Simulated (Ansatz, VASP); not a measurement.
# Pt: VASP beside Ansatz

```
Pt
1.0
     2.77405    0.00000    0.00000
    -1.38702    2.40239    0.00000
     0.00000    0.00000    4.53002
Pt
2
Direct
  0.33333 0.66667 0.25000
  0.66667 0.33333 0.75000
```

Alike in both runs: task relaxation of cell and atoms; functional PBE; k mesh 13 × 13 × 7; occupations fermi-dirac, width 0.1 eV; no spin polarisation.

|  | VASP | Ansatz |
| --- | --- | --- |
| version | VASP 6.6.1 | Ansatz 0.2.0 |
| potentials or method | VASP PAW PBE potentials, release 64 (Pt), cutoff 600 eV | plane waves (420 eV) with PAW, scalar-relativistic |
| valence electrons in the cell | 20 | 36 |

```tsv
	VASP	Ansatz	Ansatz less VASP
relaxed volume (Å³/atom)	15.74	15.77	+0.028
relaxed length of the cell vector where the two differ most in proportion (Å)	4.752	4.757	+0.0053
```

VASP's potentials hold 20 valence electrons a cell and Ansatz's 36, so a difference there can come from the potentials and not from the codes.

Neither program's run includes spin-orbit coupling.
